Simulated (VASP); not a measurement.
Input of a VASP 6.6.1 run:

Contents of INCAR:

```
SYSTEM = ZrC
  ALGO = Normal
  EDIFF = 1E-7
  ENCUT = 520
  GGA = PS
  ISIF = 2
  ISMEAR = 0
  LASPH = .TRUE.
  LCHARG = .FALSE.
  LREAL = .FALSE.
  LWAVE = .FALSE.
  NBANDS = 15
  NELM = 100
  PREC = Accurate
  SIGMA = 0.15
```

The input KPOINTS:

```
k-points
0
G
  18 18 18
  0 0 0
```

The input POSCAR:

```
ZrC
1.0
    0.0000000000      2.3502100000      2.3502100000
    2.3502100000      0.0000000000      2.3502100000
    2.3502100000      2.3502100000      0.0000000000
Zr C
1 1
Direct
    0.4661521682      0.5338478318      0.5000000000
    0.0000000000      0.0000000000      0.0000000000
```

Potentials or basis: VASP PAW PBE potentials, release 64 (Zr_sv, C).

Run with:

```console
$ cat potpaw_PBE.64/Zr_sv/POTCAR potpaw_PBE.64/C/POTCAR > POTCAR
$ mpirun -np 1 vasp_std > vasp.out
```

Question: Predict the largest force.

Answer: 0.747 eV/Å.

Question: Predict the pressure.

Answer: -3.2 GPa.

Question: Predict the band gap on the k mesh.

Answer: Zero (bands 8 and 9 overlap by 0.83 eV).

Forces on the atoms (eV/Å):
```
Zr  -0.528  0.528  0.000
C    0.528 -0.528  0.000
```

Caveat: the cell differs from its parent crystal (all Zr atoms moved +0.113 Å, as atom 1 along Cartesian [1 -1 0]); the cell stands under tension; the PAW data sets were made with another functional, which shifts forces and pressure a little.
